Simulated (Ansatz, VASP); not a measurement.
## Gd: VASP beside Ansatz

Contents of INCAR:

```
PREC = Accurate
ENCUT = 520
EDIFF = 1E-8
ISMEAR = -1
SIGMA = 0.03
LREAL = F
LASPH = T
NELM = 150
ALGO = Normal
ISIF = 2
LWAVE = F
LCHARG = F
ISPIN = 2
MAGMOM = 7 7
LORBIT = 11
LMAXMIX = 6
GGA = PE
LEFG = T
NBANDS = 29
```

Contents of KPOINTS:

```
Automatic mesh
0
Gamma
  9 9 9
```

Contents of POSCAR:

```
Gd
1.0
    0.0000000000      3.5633941443      3.5633941443
    3.5633941443      0.0000000000      3.5633941443
    3.5633941443      3.5633941443      0.0000000000
Gd
2
Direct
    0.0000000000      0.0000000000      0.0000000000
    0.2500000000      0.2500000000      0.2500000000
```

Input for Ansatz:

```yaml
crystal:
  lattice:
    - [0.0, 3.5633941443, 3.5633941443]
    - [3.5633941443, 0.0, 3.5633941443]
    - [3.5633941443, 3.5633941443, 0.0]
  atoms:
    - { symbol: Gd, position: [0.0, 0.0, 0.0], spin: 7.0 }
    - { symbol: Gd, position: [0.25, 0.25, 0.25], spin: 7.0 }
magnetization:
  spin_polarized: true
kpoints:
  mp_grid: { grid: [9, 9, 9] }
scf:
  occupations: { method: fermi_dirac, width: 0.03 }
hamiltonian:
  xc: pbe
  pseudopotentials: { kind: all_electron, datasets: crystal }
output:
  forces: true
  stress: true
  eigenvalues: true
  efg: { contact_densities: true }
```

Change from the starting cell: volume scaled by 1.06, crystal datasets.

Alike in both runs: task electric field gradients; functional PBE; k mesh 9 × 9 × 9; occupations fermi-dirac, width 0.03 eV; collinear spin.

|  | VASP | Ansatz |
| --- | --- | --- |
| version | VASP 6.6.1 | Ansatz 0.2.0 |
| potentials or method | VASP PAW PBE potentials, release 64 (Gd), cutoff 520 eV | all-electron PAW with datasets made for the crystal, scalar-relativistic |

|  | VASP | Ansatz | Ansatz less VASP |
| --- | --- | --- | --- |
| pressure (GPa) | -0.2 | -0.3 | -0.07 |
| net moment per atom (μB) | 7.80 | 7.76 | -0.036 |
| size of the moment on the site where the two differ most (μB) | 7.04 | 7.27 | +0.230 |

Site moments also hang on the region over which each program counts them. Ansatz ran all-electron here, and VASP with PAW potentials.

Spin-orbit coupling is off throughout.
